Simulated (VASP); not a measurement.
A run of VASP 6.6.1:

File INCAR:

```
SYSTEM = BAs
PREC     = Accurate       ! precision mode
ENCUT    = 600            ! plane-wave cutoff, eV
EDIFF    = 1E-6           ! SCF threshold, eV
ISMEAR   = -1             ! smearing method
SIGMA    = 0.05           ! smearing width, eV
LREAL    = .False.        ! projectors in reciprocal space
LASPH    = .True.         ! aspherical terms in the spheres
NELM     = 100            ! most SCF steps
ALGO     = Normal         ! electronic algorithm
ISIF     = 3              ! what is computed and relaxed
LWAVE    = .False.        ! write WAVECAR
LCHARG   = .False.        ! write CHGCAR
GGA      = PS             ! functional
IBRION   = 2              ! ionic algorithm
NSW      = 60             ! ionic steps
EDIFFG   = -0.005         ! ionic threshold
```

The input KPOINTS:

```
Automatic mesh
0
Gamma
  14 14 14
  0 0 0
```

Contents of POSCAR:

```
BAs
1.0
    0.0000000000      2.4061959241      2.4061959241
    2.4061959241      0.0000000000      2.4061959241
    2.4061959241      2.4061959241      0.0000000000
B As
1 1
Direct
    0.0000000000      0.0000000000      0.0000000000
    0.2500000000      0.2500000000      0.2500000000
```

Potentials or basis: VASP PAW PBE potentials, release 64 (B, As).

The run is started by

```bash
$ cat potpaw_PBE.64/B/POTCAR potpaw_PBE.64/As/POTCAR > POTCAR
$ mpirun -np 1 vasp_std > vasp.out
```

Hardware: 1 thread of Intel(R) Xeon(R) Platinum 8488C (Sapphire Rapids) (shared host).

Problem. Estimate the wall time of this run.

Solution. Wall time 29 s on 1 thread of Intel(R) Xeon(R) Platinum 8488C (Sapphire Rapids) (shared host), peak memory 0.19 GiB. Counts: scf iterations 24, k points 104, ion steps 3.
